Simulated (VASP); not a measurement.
A run of VASP 6.6.1 is set up as follows.

File INCAR:

```
SYSTEM = MgO
ALGO     = Normal         ! electronic algorithm
EDIFF    = 1E-6           ! SCF threshold, eV
ENCUT    = 520            ! plane-wave cutoff, eV
GGA      = PS             ! functional
ISIF     = 2              ! what is computed and relaxed
ISMEAR   = 0              ! smearing method
LASPH    = .True.         ! aspherical terms in the spheres
LCHARG   = .False.        ! write CHGCAR
LREAL    = .False.        ! projectors in reciprocal space
LWAVE    = .False.        ! write WAVECAR
NBANDS   = 16             ! bands
NELM     = 60             ! most SCF steps
PREC     = Accurate       ! precision mode
SIGMA    = 0.05           ! smearing width, eV
```

KPOINTS

```
k-points
0
Gamma
  9 9 6
  0 0 0
```

POSCAR

```
MgO
1.0
    3.3486902732      0.0000000000      0.0000000000
   -1.6743451366      2.9000508460      0.0000000000
    0.0000000000      0.0000000000      4.8847345015
Mg O
2 2
Direct
    0.3333333333      0.6666666667     -0.0199501180
    0.6666666667      0.3333333333      0.4800498820
    0.3333333333      0.6666666667      0.4009416620
    0.6666666667      0.3333333333      0.9009416620
```

Potentials or basis: VASP PAW PBE potentials, release 64 (Mg, O).

Run with:

```bash
$ cat potpaw_PBE.64/Mg/POTCAR potpaw_PBE.64/O/POTCAR > POTCAR
$ mpirun -np 1 vasp_std > vasp.out
```

Task: Estimate the pressure.

Result: -1.7 GPa.

Task: Estimate the largest force.

Result: 0.224 eV/Å.

Task: Predict the band gap on the k mesh.

Result: 3.13 eV, direct.

Stress tensor (GPa, compression positive):
```
-0.40  0.00  0.00
 0.00 -0.40  0.00
 0.00  0.00 -4.25
```

Caveat: the PAW data sets were made with another functional, which shifts forces and pressure a little. A k mesh can miss the band edges.
